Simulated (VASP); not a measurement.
# KCl (Pm-3m) in VASP: further runs

The runs below take KCl through electric field gradients, with PBEsol.

All numbers are computed with VASP 6.6.1; they aren't measurements. Logs are shortened: lines on timing, memory, paths and dates and some standing lists are left out, and cuts for length are marked.

## (1) The cell of the first run

The structure is cubic, space group Pm-3m (No. 221). The conventional cell has a = 3.610 Å, b = 3.610 Å, c = 3.610 Å, α = 90.00°, β = 90.00°, γ = 90.00°. K (site symmetry m-3m) has 8 Cl at 3.13 Å and 6 K at 3.61 Å within 4.1 Å. Cl (site symmetry m-3m) has 8 K at 3.13 Å and 6 Cl at 3.61 Å within 4.1 Å.

## (2) Electric field gradients, PBEsol (volume scaled by 0.98)

INCAR reads:

```
  PREC = Accurate
  ENCUT = 520
  EDIFF = 1E-8
  ISMEAR = -1
  SIGMA = 0.01
  LREAL = F
  LASPH = T
  NELM = 80
  ALGO = Normal
  ISIF = 2
  LWAVE = F
  LCHARG = F
  GGA = PS
  LEFG = T
  NBANDS = 15
```

KPOINTS reads:

```
Automatic mesh
0
Gamma
  7 7 7
```

POSCAR reads:

```
KCl
1.0
    3.6096100034      0.0000000000      0.0000000000
    0.0000000000      3.6096100034      0.0000000000
    0.0000000000      0.0000000000      3.6096100034
K Cl
1 1
Direct
    0.0000000000      0.0000000000      0.0000000000
    0.5000000000      0.5000000000      0.5000000000
```

Potentials or basis: VASP PAW PBE potentials, release 64 (K_sv, Cl).

Run with:

```sh
cat potpaw_PBE.64/K_sv/POTCAR potpaw_PBE.64/Cl/POTCAR > POTCAR
mpirun -np 1 vasp_std > vasp.out
```

OUTCAR:

```text
PREC = Accurate
   ENCUT = 520
   EDIFF = 1E-8
   ISMEAR = -1
   LREAL = F
   LASPH = T
   NELM = 80
   ISIF = 2
   GGA = PS

 ion  position               nearest neighbor table
   1  0.000  0.000  0.000-   2 3.13   2 3.13   2 3.13   2 3.13   2 3.13   2 3.13   2 3.13   2 3.13

   2  0.500  0.500  0.500-   1 3.13   1 3.13   1 3.13   1 3.13   1 3.13   1 3.13   1 3.13   1 3.13

  LATTYP: Found a simple cubic cell.
 ALAT       =     3.6096100034

  Lattice vectors:

 A1 = (   3.6096100034,   0.0000000000,   0.0000000000)
 A2 = (   0.0000000000,   3.6096100034,   0.0000000000)
 A3 = (   0.0000000000,   0.0000000000,   3.6096100034)

Analysis of symmetry for initial positions (statically):
=====================================================================
 Subroutine PRICEL returns:
 Original cell was already a primitive cell.

 Routine SETGRP: Setting up the symmetry group for a
 simple cubic supercell.

 Subroutine GETGRP returns: Found 48 space group operations
 (whereof 48 operations were pure point group operations)
 out of a pool of 48 trial point group operations.

The static configuration has the point symmetry O_h .

Analysis of symmetry for dynamics (positions and initial velocities):
=====================================================================
 Subroutine PRICEL returns:
 Original cell was already a primitive cell.

 Routine SETGRP: Setting up the symmetry group for a
 simple cubic supercell.

 Subroutine GETGRP returns: Found 48 space group operations
 (whereof 48 operations were pure point group operations)
 out of a pool of 48 trial point group operations.

The dynamic configuration has the point symmetry O_h .

 Subroutine INISYM returns: Found 48 space group operations
 (whereof 48 operations are pure point group operations),
 and found     1 'primitive' translations

----------------------------------------------------------------------------------------

                                     Primitive cell

  volume of cell :      47.0306

  direct lattice vectors                    reciprocal lattice vectors
     3.609610003  0.000000000  0.000000000     0.277038239  0.000000000  0.000000000
     0.000000000  3.609610003  0.000000000     0.000000000  0.277038239  0.000000000
     0.000000000  0.000000000  3.609610003     0.000000000  0.000000000  0.277038239

  length of vectors
     3.609610003  3.609610003  3.609610003     0.277038239  0.277038239  0.277038239

  position of ions in fractional coordinates (direct lattice)
     0.000000000  0.000000000  0.000000000
     0.500000000  0.500000000  0.500000000

  ion indices of the primitive-cell ions
   primitive index   ion index
                 1           1
                 2           2

----------------------------------------------------------------------------------------

 KPOINTS: Automatic mesh

Automatic generation of k-mesh.
 Grid dimensions read from file:
 generate k-points for:    7    7    7

 Generating k-lattice:

  Cartesian coordinates                     Fractional coordinates (reciprocal lattice)
     0.039576891  0.000000000  0.000000000     0.142857143  0.000000000  0.000000000
     0.000000000  0.039576891  0.000000000     0.000000000  0.142857143  0.000000000
     0.000000000  0.000000000  0.039576891     0.000000000  0.000000000  0.142857143

  Length of vectors
     0.039576891  0.039576891  0.039576891

  Shift w.r.t. Gamma in fractional coordinates (k-lattice)
     0.000000000  0.000000000  0.000000000

 Subroutine IBZKPT returns following result:
 ===========================================

 Found     20 irreducible k-points:

 Following reciprocal coordinates:
            Coordinates               Weight
  0.000000  0.000000  0.000000      1.000000
  0.142857  0.000000  0.000000      6.000000
  0.285714  0.000000  0.000000      6.000000
  0.428571  0.000000  0.000000      6.000000
  0.142857  0.142857  0.000000     12.000000
  0.285714  0.142857  0.000000     24.000000
[... 12 lines left out ...]
  0.428571  0.428571  0.285714     24.000000
  0.428571  0.428571  0.428571      8.000000
   k-points           NKPTS =     20   k-points in BZ     NKDIM =     20   number of bands    NBANDS=     15
   number of dos      NEDOS =    301   number of ions     NIONS =      2
   total plane-waves  NPLWV =  21952
   dimension x,y,z NGX =    28 NGY =   28 NGZ =   28
   dimension x,y,z NGXF=    56 NGYF=   56 NGZF=   56
   ions per type =               1   1
   NGX,Y,Z   is equivalent  to a cutoff of  12.90, 12.90, 12.90 a.u.
   NGXF,Y,Z  is equivalent  to a cutoff of  25.79, 25.79, 25.79 a.u.
 SYSTEM =  unknown system
   PREC   = accura    normal or accurate (medium, high low for compatibility)
   ISTART =      0    job   : 0-new  1-cont  2-samecut
   ICHARG =      2    charge: 1-file 2-atom 10-const
   ISPIN  =      1    spin polarized calculation?
   LNONCOLLINEAR =      F non collinear calculations
   LSORBIT =      F    spin-orbit coupling
   LASPH  =      T    aspherical Exc in radial PAW
   ENCUT  =  520.0 eV  38.22 Ry    6.18 a.u.   6.71  6.71  6.71*2*pi/ulx,y,z
   NELM   =     80;   NELMIN=  2; NELMDL= -5     # of ELM steps
   EDIFF  = 0.1E-07   stopping-criterion for ELM
   LREAL  =      F    real-space projection
   EDIFFG = 0.1E-06   stopping-criterion for IOM
   NSW    =      0    number of steps for IOM
   IBRION =     -1    ionic relax: 0-MD 1-quasi-New 2-CG
   NFREE  =      0    steps in history (QN), initial steepest desc. (CG)
   ISIF   =      2    stress and relaxation
   ISYM   =      2    0-nonsym 1-usesym 2-fastsym
   POTIM  = 0.5000    time-step for ionic-motion
   TEBEG  =    0.0;   TEEND  =   0.0 temperature during run
   PSTRESS=    0.0 pullay stress
   NELECT =      16.0000    total number of electrons
   NUPDOWN=      -1.0000    fix difference up-down
   EMIN   =  10.00;   EMAX   =-10.00  energy-range for DOS
   EFERMI =   0.00;   METHOD = LEGACY
   ISMEAR =    -1;   SIGMA  =   0.01  broadening in eV -4-tet -1-fermi 0-gaus
   EFERMI_NEDOS =   21; number of points for ismear=-14 and -15
   IALGO  =     38    algorithm
   IMIX   =      4    mixing-type and parameters
     AMIX     =   0.40;   BMIX     =  1.00
     AMIX_MAG =   1.60;   BMIX_MAG =  1.00
  volume/ion in A,a.u.               =      23.52       158.69
  Fermi-wavevector in a.u.,A,eV,Ry     =   1.142846  2.159667 17.770542  1.306098
  Thomas-Fermi vector in A             =   2.279543
   LORBIT       =      0    0 simple, 1 ext, 2 COOP (PROOUT), +10 PAW based schemes
   GGA     = PS    functional components
   LHFCALC =     F    Hartree Fock is set to
   AEXX    =    0.0000 exact exchange contribution
   IVDW    =     0    specifies the selected vdW correction
   LEPSILON=     F    determine dielectric tensor
   LRPA    =     F    only Hartree local field effects (RPA)
 non-spin polarized calculation
  energy-cutoff  :      520.00
  volume of cell :       47.03
 maximum number of plane-waves:      1309
 NGX is ok and might be reduce to    28
   NGX = 13   NGY = 13   NGZ = 13

 number of electron      16.0000006 magnetization

 Free energy of the ion-electron system (eV)
  ---------------------------------------------------
  ext. energy  EPLUGINS =         0.00000000
  ---------------------------------------------------
  free energy    TOTEN  =        -6.86782263 eV

  energy without entropy =       -6.86782263  energy(sigma->0) =       -6.86782263

 E-fermi :   0.3881     XC(G=0):  -9.1265

 val. band max:        0.0844585564   @ k =   0.4286   0.4286   0.0000
 cond. band min:       5.5895997514   @ k =   0.0000   0.0000   0.0000
 fundamental gap:      5.5051411949
 Fermi energy:         0.3880603642

 k-point     1 :       0.0000    0.0000    0.0000
  band No.  band energies     occupation
      1     -27.5128      2.00000
      2     -12.8356      2.00000
      3     -10.9171      2.00000
      4     -10.9171      2.00000
      5     -10.9171      2.00000
      6      -0.1220      2.00000
      7      -0.1220      2.00000
      8      -0.1220      2.00000
      9       5.5896      0.00000
     10       6.2963      0.00000
     11       6.2963      0.00000
     12      11.1967      0.00000
     13      11.1967      0.00000
     14      11.1967      0.00000
[... 329 lines left out ...]
      2     -12.2269      2.00000
      3     -11.2001      2.00000
      4     -11.1980      2.00000
      5     -11.1980      2.00000
      6      -1.6562      2.00000
      7      -1.6562      2.00000
      8      -1.5811      2.00000
      9       8.8398      0.00000
     10       9.2047      0.00000
     11       9.2047      0.00000
     12      10.7806      0.00000
     13      10.8224      0.00000
     14      10.8224      0.00000
     15      13.4366      0.00000

------------------------ aborting loop because EDIFF is reached ----------------------------------------

  FORCE on cell =-STRESS in cart. coord.  units (eV):
  Direction    XX          YY          ZZ          XY          YZ          ZX
  --------------------------------------------------------------------------------------
  -------------------------------------------------------------------------------------
  Total        0.9039994      0.9039994      0.9039994      0.0000000     -0.0000000      0.0000000
  in kB       30.7962535     30.7962535     30.7962535      0.0000000     -0.0000000      0.0000000
  external PRESSURE =      30.7962535 kB  Pullay stress =       0.0000000 kB

 VOLUME and BASIS-vectors are now :
 -----------------------------------------------------------------------------
  energy-cutoff  :      520.00
  volume of cell :       47.03
      direct lattice vectors                 reciprocal lattice vectors
     3.609610003  0.000000000  0.000000000     0.277038239  0.000000000  0.000000000
     0.000000000  3.609610003  0.000000000     0.000000000  0.277038239  0.000000000
     0.000000000  0.000000000  3.609610003     0.000000000  0.000000000  0.277038239

 POSITION                                       TOTAL-FORCE (eV/Angst)
 -----------------------------------------------------------------------------------
      0.00000      0.00000      0.00000         0.000000      0.000000      0.000000
      1.80481      1.80481      1.80481         0.000000      0.000000      0.000000
 -----------------------------------------------------------------------------------
    total drift:                               -0.000000      0.000000      0.000000

  FREE ENERGIE OF THE ION-ELECTRON SYSTEM (eV)
  ---------------------------------------------------
  free  energy   TOTEN  =        -6.8678226303 eV

  energy  without entropy=       -6.8678226303  energy(sigma->0) =       -6.86782263

 Electric field gradients (V/A^2)
---------------------------------------------------------------------
 ion       V_xx      V_yy      V_zz      V_xy      V_xz      V_yz
---------------------------------------------------------------------
   1      -0.000    -0.000     0.000    -0.000     0.000    -0.000
   2       0.000     0.000    -0.000     0.000    -0.000    -0.000
---------------------------------------------------------------------

 Electric field gradients after diagonalization (V/A^2)
 (convention: |V_zz| > |V_xx| > |V_yy|)
----------------------------------------------------------------------
 ion       V_xx      V_yy      V_zz     asymmetry (V_yy - V_xx)/ V_zz
----------------------------------------------------------------------
   1       0.000    -0.000    -0.000       0.739
   2       0.000    -0.000     0.000      -0.519
----------------------------------------------------------------------

           NMR quadrupolar parameters

 Cq : quadrupolar parameter    Cq=e*Q*V_zz/h
 eta: asymmetry parameters     (V_yy - V_xx)/ V_zz
 Q  : nuclear electric quadrupole moment in mb (millibarn)
----------------------------------------------------------------------
 ion       Cq(MHz)       eta       Q (mb)
----------------------------------------------------------------------
   1      -0.000       0.739       1.000
   2       0.000      -0.519       1.000
----------------------------------------------------------------------
```

It took 12 s on 1 thread of Intel Xeon Platinum 8259CL at 2.50GHz (Skylake/Cascade Lake), shared host; peak memory 0.16 GiB.

What came out:

```
Free energy            : -6.8678 eV
Pressure               : 3.1 GPa
Band gap on the k mesh : 5.51 eV, indirect (least direct gap 5.71 eV)
```

Caveat: without QUAD_EFG the Cq values of the log hold for a quadrupole moment of 1 mb, not for the nuclei; the PAW data sets were made with another functional, which shifts forces and pressure a little. A k mesh can miss the band edges.

## (3) Electric field gradients, PBEsol (volume scaled by 1.01)

INCAR reads:

```
PREC     = Accurate       # precision mode
ENCUT    = 520            # plane-wave cutoff, eV
EDIFF    = 1E-8           # SCF threshold, eV
ISMEAR   = -1             # smearing method
SIGMA    = 0.01           # smearing width, eV
LREAL    = F              # projectors in reciprocal space
LASPH    = T              # aspherical terms in the spheres
NELM     = 60             # most SCF steps
ALGO     = Normal         # electronic algorithm
ISIF     = 2              # what is computed and relaxed
LWAVE    = F              # write WAVECAR
LCHARG   = F              # write CHGCAR
GGA      = PS             # functional
LEFG     = T            
NBANDS   = 15             # bands
```

KPOINTS is that of step 2.

POSCAR reads:

```
KCl
1.0
    3.6460731784      0.0000000000      0.0000000000
    0.0000000000      3.6460731784      0.0000000000
    0.0000000000      0.0000000000      3.6460731784
K Cl
1 1
Direct
    0.0000000000      0.0000000000      0.0000000000
    0.5000000000      0.5000000000      0.5000000000
```

Potentials or basis: VASP PAW PBE potentials, release 64 (K_sv, Cl).

Run with:

```sh
cat potpaw_PBE.64/K_sv/POTCAR potpaw_PBE.64/Cl/POTCAR > POTCAR
mpirun -np 1 vasp_std > vasp.out
```

OUTCAR:

```text
PREC = Accurate
   ENCUT = 520
   EDIFF = 1E-8
   ISMEAR = -1
   LREAL = F
   LASPH = T
   NELM = 60
   ISIF = 2
   GGA = PS

 ion  position               nearest neighbor table
   1  0.000  0.000  0.000-   2 3.16   2 3.16   2 3.16   2 3.16   2 3.16   2 3.16   2 3.16   2 3.16

   2  0.500  0.500  0.500-   1 3.16   1 3.16   1 3.16   1 3.16   1 3.16   1 3.16   1 3.16   1 3.16

  LATTYP: Found a simple cubic cell.
 ALAT       =     3.6460731784

  Lattice vectors:

 A1 = (   3.6460731784,   0.0000000000,   0.0000000000)
 A2 = (   0.0000000000,   3.6460731784,   0.0000000000)
 A3 = (   0.0000000000,   0.0000000000,   3.6460731784)

[... 564 lines left out ...]
  free  energy   TOTEN  =        -6.8912128405 eV

  energy  without entropy=       -6.8912128405  energy(sigma->0) =       -6.89121284

 Electric field gradients (V/A^2)
---------------------------------------------------------------------
 ion       V_xx      V_yy      V_zz      V_xy      V_xz      V_yz
---------------------------------------------------------------------
   1      -0.000    -0.000     0.000     0.000     0.000     0.000
   2       0.000     0.000     0.000    -0.000    -0.000     0.000
---------------------------------------------------------------------

 Electric field gradients after diagonalization (V/A^2)
 (convention: |V_zz| > |V_xx| > |V_yy|)
----------------------------------------------------------------------
 ion       V_xx      V_yy      V_zz     asymmetry (V_yy - V_xx)/ V_zz
----------------------------------------------------------------------
   1      -0.000    -0.000     0.000       0.466
   2       0.000     0.000     0.000      -0.218
----------------------------------------------------------------------

           NMR quadrupolar parameters

 Cq : quadrupolar parameter    Cq=e*Q*V_zz/h
 eta: asymmetry parameters     (V_yy - V_xx)/ V_zz
 Q  : nuclear electric quadrupole moment in mb (millibarn)
----------------------------------------------------------------------
 ion       Cq(MHz)       eta       Q (mb)
----------------------------------------------------------------------
   1       0.000       0.466       1.000
   2       0.000      -0.218       1.000
----------------------------------------------------------------------
```

Run time: 12 s. Hardware: 1 thread of Intel Xeon Platinum 8259CL at 2.50GHz (Skylake/Cascade Lake), shared host; peak memory 0.16 GiB.

What came out:

```
Free energy            : -6.8912 eV
Pressure               : 2.1 GPa
Band gap on the k mesh : 5.34 eV, indirect (least direct gap 5.55 eV)
```

Caveat: without QUAD_EFG the Cq values of the log hold for a quadrupole moment of 1 mb, not for the nuclei; the PAW data sets were made with another functional, which shifts forces and pressure a little.

[end of part 1 of 3]
